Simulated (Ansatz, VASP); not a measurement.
**Two plane-wave programs on CdSe**

```
Cd Se
1.0
    -4.25400    4.12136    4.39802
     4.12615   -4.06518    4.21399
     4.41869    4.22987   -4.34184
Cd Se
4 4
Cartesian
  7.1364 1.3656 1.1834
  2.8906 2.7798 2.9076
  -2.8859 2.7405 5.8374
  1.4947 1.3103 -1.5240
  -1.5480 1.4849 7.3144
  1.5719 1.5806 1.4468
  5.6268 3.0352 2.7573
  2.8767 2.8473 -2.8422
```

Change from the starting cell: cell x1, atoms moved at random (sigma 0.1 Å) and cell strained at random (1.5 %), then relaxed without symmetry.

Alike in both runs: task relaxation of cell and atoms; functional PBE; k mesh 2 × 2 × 2; occupations gaussian, width 0.1 eV; no spin polarisation.

|  | VASP | Ansatz |
| --- | --- | --- |
| version | VASP 6.6.1 | Ansatz 0.2.0 |
| potentials or method | VASP PAW PBE potentials, release 64 (Cd, Se), cutoff 600 eV | scalar-relativistic, plane waves, PAW |
| valence electrons in the cell | 72 | 144 |

```csv
,VASP,Ansatz,Ansatz less VASP
"gap on the k mesh at the Fermi level, each at its own relaxed structure (eV)",0.89,0.91,+0.019
relaxed volume (Å³/atom),37.93,37.78,-0.157
relaxed cell length with the largest relative difference (Å),7.333,7.322,-0.0110
```

VASP's potentials hold 72 valence electrons a cell and Ansatz's 144, so a difference there can come from the potentials and not from the codes.

The k mesh is coarse, so the values compare programs but aren't converged.
